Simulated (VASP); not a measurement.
Set up this calculation in VASP 6.6.1, as the native input.

```
Task                               : relaxation of cell and atoms
Functional                         : HF
Potentials or basis                : VASP PAW PBE potentials, release 64 (Mg, O)
Cutoff                             : 600 eV
k mesh                             : 5 × 5 × 5
Occupations                        : fermi-dirac, width 0.05 eV
Spin                               : no spin polarisation
Dipole correction                  : no
Grid for exact exchange (PRECFOCK) : Normal
Further INCAR settings             : ALGO = Normal; EDIFF = 1e-06; IBRION = 2; EDIFFG = -0.01; NSW = 60; ISIF = 3
```

Crystal: MgO.

```
Mg O
1.0
     0.00000    2.30616    2.30616
     2.30616    0.00000    2.30616
     2.30616    2.30616    0.00000
Mg O
1 1
Direct
  0.50000 0.50000 0.50000
  0.75000 0.75000 0.75000
```

The input as run:

POSCAR

```
MgO
1.0
    0.0000000000      2.3061600000      2.3061600000
    2.3061600000      0.0000000000      2.3061600000
    2.3061600000      2.3061600000      0.0000000000
Mg O
1 1
Direct
    0.5000000000      0.5000000000      0.5000000000
    0.7500000000      0.7500000000      0.7500000000
```

INCAR.step1

```
SYSTEM = MgO
PREC     = Accurate       ! precision mode
ENCUT    = 600            ! plane-wave cutoff, eV
EDIFF    = 1E-5           ! SCF threshold, eV
ISMEAR   = -1             ! smearing method
SIGMA    = 0.05           ! smearing width, eV
LREAL    = .FALSE.        ! projectors in reciprocal space
LASPH    = .TRUE.         ! aspherical terms in the spheres
NELM     = 80             ! most SCF steps
ALGO     = Normal         ! electronic algorithm
LWAVE    = .TRUE.         ! write WAVECAR
LCHARG   = .FALSE.        ! write CHGCAR
GGA      = PE             ! functional
NBANDS   = 11             ! bands
```

INCAR.step2

```
SYSTEM = MgO
PREC     = Accurate       ! precision mode
ENCUT    = 600            ! plane-wave cutoff, eV
EDIFF    = 1E-6           ! SCF threshold, eV
ISMEAR   = -1             ! smearing method
SIGMA    = 0.05           ! smearing width, eV
LREAL    = .FALSE.        ! projectors in reciprocal space
LASPH    = .TRUE.         ! aspherical terms in the spheres
NELM     = 80             ! most SCF steps
ALGO     = Normal         ! electronic algorithm
ISIF     = 3              ! what is computed and relaxed
LWAVE    = .FALSE.        ! write WAVECAR
LCHARG   = .FALSE.        ! write CHGCAR
GGA      = PE             ! functional
LHFCALC  = .TRUE.         ! exact exchange
AEXX     = 1.0            ! exact-exchange fraction
ALDAC    = 0.0          
AGGAC    = 0.0          
PRECFOCK = Normal       
IBRION   = 2              ! ionic algorithm
NSW      = 60             ! ionic steps
EDIFFG   = -0.01          ! ionic threshold
ISTART   = 1
```

KPOINTS

```
regular mesh
0
G
  5 5 5
  0 0 0
```

Potentials or basis: VASP PAW PBE potentials, release 64 (Mg, O).

Launch:

```console
$ cat potpaw_PBE.64/Mg/POTCAR potpaw_PBE.64/O/POTCAR > POTCAR
$ cp INCAR.step1 INCAR
$ mpirun -np 1 vasp_std > vasp.out
$ cp INCAR.step2 INCAR
$ mpirun -np 1 vasp_std > vasp.out
```

Results of the run:

| Property | Result |
| --- | --- |
| Relaxed volume | 11.79 Å³/atom |
| Relaxed cell | a = 3.219 Å, b = 3.219 Å, c = 3.219 Å, α = 60.00°, β = 60.00°, γ = 60.00° |
| Space group after relaxing (to 0.05 Å) | F-43m (No. 216) |
| Energy gained by relaxing | 7.8 meV/atom |
| Ionic steps | 3 |
| Pressure after relaxing | -0.1 GPa |
| Band gap on the k mesh | 13.82 eV, direct |

Caveat: the k points lie up to 0.48 Å⁻¹ apart in the final cell; the PAW data sets were made with another functional, which shifts forces and pressure a little.

It took 13 min on 1 thread of AMD EPYC 7R43 64-Core Processor (Zen 3), with other jobs on the host, peak memory 0.14 GiB.
